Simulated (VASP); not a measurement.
# CdF4 (Im-3m) in VASP: a series of runs, part 2 of 2

VASP 6.6.1.

## 3. Single point, PBE

Input file INCAR:

```
PREC = Accurate
ENCUT = 520
EDIFF = 1E-6
ISMEAR = 0
SIGMA = 0.1
LREAL = F
LASPH = T
NELM = 100
ALGO = Normal
ISIF = 2
LWAVE = F
LCHARG = T
GGA = PE
LELF = T
LVHAR = T
NBANDS = 28
```

Input file KPOINTS:

```
regular mesh
0
Gamma
  10 10 10
```

Input file POSCAR:

```
CdF4
1.0
   -2.6174960868      2.6174960868      2.6174960868
    2.6174960868     -2.6174960868      2.6174960868
    2.6174960868      2.6174960868     -2.6174960868
Cd F
1 4
Direct
    0.0000000000      0.0000000000      0.0000000000
    0.5000000000      0.5000000000      0.5000000000
    0.0000000000      0.0000000000      0.5000000000
    0.0000000000      0.5000000000      0.0000000000
    0.5000000000      0.0000000000      0.0000000000
```

Potentials or basis: VASP PAW PBE potentials, release 64 (Cd, F).

On the command line:

```bash
> cat potpaw_PBE.64/Cd/POTCAR potpaw_PBE.64/F/POTCAR > POTCAR
> mpirun -np 1 vasp_std > vasp.out
```

OUTCAR:

```text
PREC = Accurate
   ENCUT = 520
   EDIFF = 1E-6
   ISMEAR = 0
   LREAL = F
   LASPH = T
   NELM = 100
   ISIF = 2
   GGA = PE

 ion  position               nearest neighbor table
   1  0.000  0.000  0.000-   2 2.27   3 2.27   4 2.27   5 2.27   3 2.27   4 2.27   5 2.27   2 2.27

   2  0.500  0.500  0.500-   1 2.27   1 2.27
   3  0.000  0.000  0.500-   1 2.27   1 2.27
   4  0.000  0.500  0.000-   1 2.27   1 2.27
[... 941 lines left out ...]
     28      14.3795      0.00000

 [... further k-points ...]
[... 5 lines left out ...]
  --------------------------------------------------------------------------------------
  -------------------------------------------------------------------------------------
  Total        0.1986974      0.1986974      0.1986974     -0.0000000      0.0000000      0.0000000
  in kB        4.4379726      4.4379726      4.4379726     -0.0000000      0.0000000      0.0000000
  external PRESSURE =       4.4379726 kB  Pullay stress =       0.0000000 kB

 VOLUME and BASIS-vectors are now :
 -----------------------------------------------------------------------------
  energy-cutoff  :      520.00
  volume of cell :       71.73
      direct lattice vectors                 reciprocal lattice vectors
    -2.617496087  2.617496087  2.617496087     0.000000000  0.191022253  0.191022253
     2.617496087 -2.617496087  2.617496087     0.191022253  0.000000000  0.191022253
     2.617496087  2.617496087 -2.617496087     0.191022253  0.191022253  0.000000000

 POSITION                                       TOTAL-FORCE (eV/Angst)
 -----------------------------------------------------------------------------------
      0.00000      0.00000      0.00000        -0.000000     -0.000000      0.000000
      1.30875      1.30875      1.30875         0.000000      0.000000      0.000000
      1.30875      1.30875     -1.30875        -0.000000     -0.000000     -0.000000
      1.30875     -1.30875      1.30875         0.000000      0.000000      0.000000
     -1.30875      1.30875      1.30875        -0.000000     -0.000000     -0.000000
 -----------------------------------------------------------------------------------
    total drift:                               -0.000000     -0.000000      0.000000

  FREE ENERGIE OF THE ION-ELECTRON SYSTEM (eV)
  ---------------------------------------------------
  free  energy   TOTEN  =       -12.8279486239 eV

  energy  without entropy=      -12.7695024389  energy(sigma->0) =      -12.79872553
```

stdout:

```text
POSCAR found type information on POSCAR CdF
 POSCAR found :  2 types and       5 ions
 scaLAPACK will be used
 LDA part: xc-table for (Slater+PW92), standard interpolation
 POSCAR, INCAR and KPOINTS ok, starting setup
 FFT: planning ... GRIDC
 FFT: planning ... GRID_SOFT
 FFT: planning ... GRID
 WAVECAR not read
 entering main loop
```

Run time: 56 s. Hardware: 1 thread of AMD EPYC 9R45 (Zen 5), shared host; peak memory 0.21 GiB.

Results:

- Free energy: -12.8279 eV
- Pressure: 0.4 GPa
- Band gap on the k mesh: zero (band 20 reaches -3.45 eV, above the bottom of band 21 at -4.23 eV)

## 4. Relaxation of cell and atoms, PBE

This run uses another cell than the first one, of 14.39 Å³/atom, 1.003 times its volume.

Input file INCAR:

```
SYSTEM = CdF4
ALGO     = Normal         ! electronic algorithm
EDIFF    = 1E-6           ! SCF threshold, eV
EDIFFG   = -0.01          ! ionic threshold
ENCUT    = 600            ! plane-wave cutoff, eV
GGA      = PE             ! functional
IBRION   = 2              ! ionic algorithm
ISIF     = 3              ! what is computed and relaxed
ISMEAR   = 0              ! smearing method
LASPH    = .True.         ! aspherical terms in the spheres
LCHARG   = .False.        ! write CHGCAR
LREAL    = .False.        ! projectors in reciprocal space
LWAVE    = .False.        ! write WAVECAR
NELM     = 100            ! most SCF steps
NSW      = 100            ! ionic steps
PREC     = Accurate       ! precision mode
SIGMA    = 0.1            ! smearing width, eV
```

Input file KPOINTS:

```
k-points
0
Gamma
  10 10 10
  0 0 0
```

Edit POSCAR of step 3 so:

```diff
@@ -2,5 +2,5 @@
 1.0
-   -2.6174960868      2.6174960868      2.6174960868
-    2.6174960868     -2.6174960868      2.6174960868
-    2.6174960868      2.6174960868     -2.6174960868
+   -2.6198421045      2.6198421045      2.6198421045
+    2.6198421045     -2.6198421045      2.6198421045
+    2.6198421045      2.6198421045     -2.6198421045
 Cd F
```

On the command line:

```bash
> cat potpaw_PBE.64/Cd/POTCAR potpaw_PBE.64/F/POTCAR > POTCAR
> mpirun -np 1 vasp_std > vasp.out
```

Wall time 70 s (1 thread of AMD EPYC 9R45 (Zen 5), shared host); peak memory 0.24 GiB.

Results (log left out):

```
Free energy                            : -12.8320 eV
Relaxed volume                         : 14.42 Å³/atom
Relaxed cell                           : a = 4.541 Å, b = 4.541 Å, c = 4.541 Å, α = 109.47°, β = 109.47°, γ = 109.47°
Space group after relaxing (to 0.05 Å) : Im-3m (No. 229)
Energy gained by relaxing              : 0.0 meV/atom
Ionic steps                            : 2
Pressure after relaxing                : 0.1 GPa
Band gap on the k mesh                 : zero (band 20 reaches -3.48 eV, above the bottom of band 21 at -4.26 eV)
```

Step by step:
```csv
step,energy change (eV),largest force (eV/Å),pressure (GPa),volume (Å³)
1,0.0000,0.0000,0.18,71.93
2,-0.0002,0.0000,0.08,72.09
```

Final structure:
```cif
data_structure
_symmetry_space_group_name_H-M 'P 1'
_symmetry_Int_Tables_number 1
_cell_length_a 4.5412
_cell_length_b 4.5412
_cell_length_c 4.5412
_cell_angle_alpha 109.471
_cell_angle_beta 109.471
_cell_angle_gamma 109.471
_cell_volume 72.09
loop_
_atom_site_label
_atom_site_type_symbol
_atom_site_fract_x
_atom_site_fract_y
_atom_site_fract_z
_atom_site_occupancy
Cd1 Cd 0.00000 0.00000 0.00000 1
F1 F 0.50000 0.50000 0.50000 1
F2 F 0.00000 0.00000 0.50000 1
F3 F 0.00000 0.50000 0.00000 1
F4 F 0.50000 0.00000 0.00000 1
```

Levels at points of the mesh, in eV from the Fermi level:
| k point | band 18 | band 19 | band 20 | band 21 | band 22 | band 23 |
| --- | --- | --- | --- | --- | --- | --- |
| (0.00, 0.00, 0.00) | -0.36 | -0.36 | 0.25 | 0.25 | 4.97 | 12.24 |
| (0.50, 0.00, 0.00) | -0.70 | -0.24 | -0.11 | 0.17 | 7.86 | 10.79 |
| (0.50, 0.50, 0.50) | 0.06 | 0.19 | 0.19 | 0.19 | 9.83 | 11.89 |

## 5. Single point, PBE

This run uses another cell than the first one, of 14.66 Å³/atom, 1.022 times its volume.

Input file INCAR:

```
SYSTEM = CdF4
PREC = Accurate
ENCUT = 520
EDIFF = 1E-7
ISMEAR = 0
SIGMA = 0.1
LREAL = .False.
LASPH = .True.
NELM = 100
ALGO = Normal
ISIF = 2
LWAVE = .False.
LCHARG = .False.
GGA = PE
NBANDS = 28
```

Input file KPOINTS:

```
Automatic mesh
0
Gamma
  6 6 6
  0 0 0
```

Edit POSCAR of step 4 so:

```diff
@@ -2,5 +2,5 @@
 1.0
-   -2.6198421045      2.6198421045      2.6198421045
-    2.6198421045     -2.6198421045      2.6198421045
-    2.6198421045      2.6198421045     -2.6198421045
+   -2.6362227800      2.6362227800      2.6362227800
+    2.6362227800     -2.6362227800      2.6362227800
+    2.6362227800      2.6362227800     -2.6362227800
 Cd F
```

On the command line:

```bash
> cat potpaw_PBE.64/Cd/POTCAR potpaw_PBE.64/F/POTCAR > POTCAR
> mpirun -np 1 vasp_std > vasp.out
```

Run time: 25 s. Hardware: 1 thread of AMD EPYC 9R45 (Zen 5), shared host; peak memory 0.17 GiB.

It converged, with:

```yaml
Free_energy: -12.8250 eV
Pressure: -0.6 GPa
Band_gap_on_the_k_mesh: zero (band 20 reaches -3.60 eV, above the bottom of band 21 at -4.25 eV)
```

Levels at points of the mesh, in eV from the Fermi level:
```csv
k point,band 17,band 18,band 19,band 20,band 21,band 22,band 23,band 24
"(0.00, 0.00, 0.00)",-0.35,-0.35,-0.35,0.25,0.25,4.91,12.19,14.46
"(0.50, 0.00, 0.00)",-0.73,-0.67,-0.23,-0.10,0.16,7.75,10.72,13.32
"(0.50, 0.50, 0.50)",0.07,0.07,0.19,0.19,0.19,9.69,11.80,11.80
```

## 6. The runs side by side

```csv
task,cell,k mesh,cutoff (eV),gap on the mesh (eV),pressure (GPa)
single point,"a = 4.534 Å, angles 109.5°, 5 atoms",10 × 10 × 10,520,none,0.4
relaxation of cell and atoms,"relaxed from a = 4.538 Å, angles 109.5°, 5 atoms",10 × 10 × 10,600,none,0.1
single point,"a = 4.566 Å, angles 109.5°, 5 atoms",6 × 6 × 6,520,none,-0.6
```

Alike in all rows: level PBE; potentials or basis VASP PAW PBE potentials, release 64 (Cd, F); no spin polarisation; smearing gaussian 0.1 eV.

Absolute energies hang on the potentials; compare differences alone.
